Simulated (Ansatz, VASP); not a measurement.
Two plane-wave programs on Na2Al2O

```xyz
5
Lattice="3.0204 -3.0489 0.0000 3.0204 3.0489 0.0000 0.0000 0.0000 7.9706" Properties=species:S:1:pos:R:3 pbc="T T T"
Na    1.5102    1.5245    3.9853
Na    1.5102   -1.5245    3.9853
Al    3.0204    0.0000    1.3339
Al    3.0204    0.0000    6.6367
O     0.0000    0.0000    3.9853
```

Alike in both runs: functional PBE; k mesh 4 × 4 × 4; occupations gaussian, width 0.1 eV; no spin polarisation.

Ansatz relaxed the structure, and its values are those at the end. VASP's run is a single point on that final structure, the one shown.

|  | VASP | Ansatz |
| --- | --- | --- |
| version | VASP 6.6.1 | Ansatz 0.2.0 |
| potentials or method | VASP PAW PBE potentials, release 64 (Na_pv, Al, O), cutoff 520 eV | scalar-relativistic, plane waves, PAW |
| valence electrons in the cell | 26 | 30 |

```tsv
	VASP	Ansatz	Ansatz less VASP
gap on the k mesh at the Fermi level (eV)	none	none	-
pressure (GPa)	0.1	0.0	-0.07
rms of the force components (eV/Å)	0.013	0.012	-0.0002
```

A gap of «none» marks a metal or a gap that the smearing closes. The functional is the same, so the differences come from potentials, cutoffs and numerics. VASP's potentials hold 26 valence electrons a cell and Ansatz's 30, so a difference there can come from the potentials and not from the codes.

The k mesh is coarse, so the values compare programs but aren't converged.
